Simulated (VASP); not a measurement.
Runs of VASP 6.6.1 on PbO (Litharge). The structure is that of space group P4/nmm (No. 129), or close to it. The cells are those of the table. 

| level | cell | smearing | gap on the mesh (eV) | pressure (GPa) | largest force (eV/Å) |
| --- | --- | --- | --- | --- | --- |
| r2SCAN | a = 3.871, b = 3.871, c = 4.864 Å, 4 atoms | gaussian 0.01 eV | 1.01 | 6.6 | 0.10 |
| r2SCAN | a = 3.980, b = 3.886, c = 5.001 Å, 4 atoms | gaussian 0.01 eV | (b) | 3.2 | 0.10 |
| r2SCAN | a = 3.980, b = 3.980, c = 5.001 Å, 4 atoms | gaussian 0.01 eV | 1.54 | 1.7 | 0.10 |
| PBE | a = 3.871, b = 3.871, c = 4.864 Å, 4 atoms | fermi-dirac 0.02 eV | 0.73 | 9.6 | 0.44 |
| r2SCAN | a = 3.934, b = 3.934, c = 4.942 Å, 4 atoms | gaussian 0.01 eV | 1.32 | (a) | 0.10 |

Alike in all rows: task single point; potentials or basis VASP PAW PBE potentials, release 64 (Pb_d, O); no spin polarisation; k mesh 6 × 6 × 6; cutoff (eV) 520.

Q: Estimate the missing entries.

A: (a) 3.5; (b) 1.37.

Caveats: spin-orbit coupling is left out, which moves the levels of the heavy elements; the PAW data sets were made with another functional, which shifts forces and pressure a little (some runs).

A k mesh can miss the band edges, and the runs leave out spin-orbit coupling on Pb.
